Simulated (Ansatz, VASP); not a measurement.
**ZnIn2Cl4: VASP beside Ansatz**

```
Zn In Cl
1.0
    -3.72328    3.72328    4.09820
     3.72328   -3.72328    4.09820
     3.72328    3.72328   -4.09820
Zn In Cl
1 2 4
Cartesian
  0.0000 0.0000 0.0000
  0.0000 3.7233 2.0491
  3.7233 0.0000 2.0491
  1.6682 1.6682 0.0000
  2.0551 -2.0551 4.0982
  2.0551 2.0551 4.0982
  -2.0551 2.0551 4.0982
```

Alike in both runs: task single point; functional PBE; k mesh 6 × 6 × 6; occupations gaussian, width 0.02 eV; no spin polarisation.

|  | VASP | Ansatz |
| --- | --- | --- |
| version | VASP 6.6.1 | Ansatz 0.2.0 |
| potentials or method | VASP PAW PBE potentials, release 64 (Zn, In_d, Cl), cutoff 520 eV | scalar-relativistic, plane waves, PAW |
| valence electrons in the cell | 66 | 66 |

```tsv
	VASP	Ansatz	Ansatz less VASP
gap on the k mesh at the Fermi level (eV)	2.25	2.25	-0.002
least direct gap on the mesh (eV)	2.25	2.25	-0.002
pressure (GPa)	0.0	0.0	+0.01
rms of the force components (eV/Å)	0.005	0.002	-0.0030
```

Atom by atom the forces differ by 0.006 eV/Å (rms over components).
